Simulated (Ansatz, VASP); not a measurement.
**One calculation of CuO, two programs**

The input INCAR:

```
SYSTEM = CuO
  ALGO = Normal
  EDIFF = 1E-7
  ENCUT = 520
  GGA = PS
  ISIF = 2
  ISMEAR = -1
  LASPH = .True.
  LCHARG = .False.
  LREAL = .False.
  LWAVE = .False.
  NBANDS = 25
  NELM = 100
  PREC = Accurate
  SIGMA = 0.05
```

The input KPOINTS:

```
k-points
0
Gamma
  8 8 6
  0 0 0
```

Contents of POSCAR:

```
CuO
1.0
    3.1325781376      0.0000000000      0.0000000000
    0.0000000000      3.1325781376      0.0000000000
    0.0000000000      0.0000000000      4.5866926551
Cu O
2 2
Direct
    0.0000000000      0.0000000000      0.0000000000
    0.5000000000      0.5000000000      0.0000000000
    0.5000000000      0.0000000000      0.2670000000
    0.0000000000      0.5000000000      0.7330000000
```

input.yaml

```yaml
crystal:
  lattice:
    - [3.1325781376, 0.0, 0.0]
    - [0.0, 3.1325781376, 0.0]
    - [0.0, 0.0, 4.5866926551]
  atoms:
    - { symbol: Cu, position: [0.0, 0.0, 0.0] }
    - { symbol: Cu, position: [0.5, 0.5, 0.0] }
    - { symbol: O, position: [0.5, 0.0, 0.267] }
    - { symbol: O, position: [0.0, 0.5, 0.733] }
hamiltonian:
  xc: pbesol
  pseudopotentials: { kind: paw }
kpoints:
  mp_grid: { grid: [8, 8, 6] }
scf:
  occupations: { method: fermi_dirac, width: 0.05 }
output:
  forces: true
  stress: true
  eigenvalues: true
```

Alike in both runs: task single point; functional PBEsol; k mesh 8 × 8 × 6; occupations fermi-dirac, width 0.05 eV; no spin polarisation.

```csv
,VASP,Ansatz
version,VASP 6.6.1,Ansatz 0.2.0
potentials or method,"VASP PAW PBE potentials, release 64 (Cu, O)",Ansatz PAW
plane-wave cutoff (eV),520,420
valence electrons in the cell,34,50
```

```csv
,VASP,Ansatz,Ansatz less VASP
gap on the k mesh at the Fermi level (eV),none,none,-
pressure (GPa),18.3,17.5,-0.78
"traceless stress, the component that is largest in VASP (GPa)",-27.12,-26.86,+0.257
rms of the force components (eV/Å),0.295,0.333,+0.0387
```

VASP's potentials were made for PBE, not for PBEsol. Atom by atom the forces differ by 0.039 eV/Å (rms over components). A gap of «none» marks a metal or a gap that the smearing closes. VASP's potentials hold 34 valence electrons a cell and Ansatz's 50, so a difference there can come from the potentials and not from the codes.
